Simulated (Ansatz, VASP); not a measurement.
Two plane-wave programs on CdSe

The input INCAR:

```
SYSTEM = CdSe
PREC = Accurate ; ENCUT = 520
EDIFF = 1E-7 ; ISMEAR = -1
SIGMA = 0.02 ; LREAL = .False.
LASPH = .True. ; NELM = 100
ALGO = Normal ; ISIF = 2
LWAVE = .False. ; LCHARG = .False.
GGA = PE ; NBANDS = 16
```

The input KPOINTS:

```
Automatic mesh
0
Gamma
  8 8 8
  0 0 0
```

Contents of POSCAR:

```
CdSe
1.0
    0.1343670592      3.0960028022      3.0960028022
    3.0960028022      0.1343670592      3.0960028022
    3.0960028022      3.0960028022      0.1343670592
Cd Se
1 1
Direct
    0.0047784739      0.0047784739      0.0047784739
    0.2452215261      0.2452215261      0.2452215261
```

Input for Ansatz:

```yaml
crystal:
  lattice:
    - [0.1343670592, 3.0960028022, 3.0960028022]
    - [3.0960028022, 0.1343670592, 3.0960028022]
    - [3.0960028022, 3.0960028022, 0.1343670592]
  atoms:
    - { symbol: Cd, position: [0.0047784739, 0.0047784739, 0.0047784739] }
    - { symbol: Se, position: [0.2452215261, 0.2452215261, 0.2452215261] }
kpoints:
  mp_grid: { grid: [8, 8, 8] }
  band_path:
    path:
      - [0.0, 0.0, 0.0]
      - [-0.5, -0.5, 0.0]
      - [-0.375, -0.375, 0.25]
      - [-0.375, 0.0, 0.375]
      - [0.0, 0.0, 0.5]
      - [-0.5, -0.25, 0.25]
    npoints: 1
hamiltonian:
  xc: pbe
scf:
  occupations: { method: fermi_dirac, width: 0.02 }
  n_extra_bands: 4
output:
  forces: true
  stress: true
  eigenvalues: true
```

Change from the starting cell: epitaxial_111 strain -3.5%.

Alike in both runs: task single point; functional PBE; k mesh 8 × 8 × 8; occupations fermi-dirac, width 0.02 eV; no spin polarisation.

|  | VASP | Ansatz |
| --- | --- | --- |
| version | VASP 6.6.1 | Ansatz 0.2.0 |
| potentials or method | VASP PAW PBE potentials, release 64 (Cd, Se) | plane waves, PAW |
| plane-wave cutoff (eV) | 520 | 420 |
| valence electrons in the cell | 18 | 36 |

|  | VASP | Ansatz | Ansatz less VASP |
| --- | --- | --- | --- |
| pressure (GPa) | 3.8 | 3.5 | -0.34 |
| traceless stress, the component that is largest in VASP (GPa) | -0.95 | -0.95 | +0.002 |

VASP's potentials hold 18 valence electrons a cell and Ansatz's 36, so a difference there can come from the potentials and not from the codes.
